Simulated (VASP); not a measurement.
Wanted: the native input for a VASP 6.6.1 run.

* Task: single point
* Functional: PBE
* Potentials or basis: VASP PAW PBE potentials, release 64 (Mg, Si, N)
* Cutoff: 520 eV
* k mesh: 6 × 6 × 6
* Occupations: gaussian, width 0.1 eV
* Spin: no spin polarisation
* Dipole correction: no
* Further INCAR settings: ALGO = Normal; EDIFF = 1e-06; NBANDS = 18

The structure of MgSi2N2 lies in POSCAR:

```
MgSi2N2
1.0
   -1.9590733600      1.9590733600      4.4890509400
    1.9590733600     -1.9590733600      4.4890509400
    1.9590733600      1.9590733600     -4.4890509400
Mg Si N
1 2 2
Direct
    0.0000000000      0.0000000000      0.0000000000
    0.3750000000      0.3750000000      0.0000000000
    0.6250000000      0.6250000000      0.0000000000
    0.7500000000      0.2500000000      0.5000000000
    0.2500000000      0.7500000000      0.5000000000
```

The input as run:

INCAR

```
SYSTEM = MgSi2N2
  PREC = Accurate
  ENCUT = 520
  EDIFF = 1E-6
  ISMEAR = 0
  SIGMA = 0.1
  LREAL = .False.
  LASPH = .True.
  NELM = 80
  ALGO = Normal
  ISIF = 2
  LWAVE = .False.
  LCHARG = .False.
  GGA = PE
  NBANDS = 18
```

KPOINTS

```
regular mesh
0
Gamma
  6 6 6
  0 0 0
```

Potentials or basis: VASP PAW PBE potentials, release 64 (Mg, Si, N).

Run with:

```bash
$ cat potpaw_PBE.64/Mg/POTCAR potpaw_PBE.64/Si/POTCAR potpaw_PBE.64/N/POTCAR > POTCAR
$ mpirun -np 1 vasp_std > vasp.out
```

Results of the run:

The pressure is -19.8 GPa and the largest force is 5.002 eV/Å. The band gap on the k mesh is zero (band 10 reaches 6.52 eV, above the bottom of band 11 at 5.31 eV).

Caveat: the k points lie up to 0.38 Å⁻¹ apart; forces of over 1 eV/Å act on the atoms, so gaps and moduli don't describe the material at rest.

Run time: 45 s on 1 thread of Intel(R) Xeon(R) Platinum 8488C (Sapphire Rapids) (shared host), peak memory 0.25 GiB.
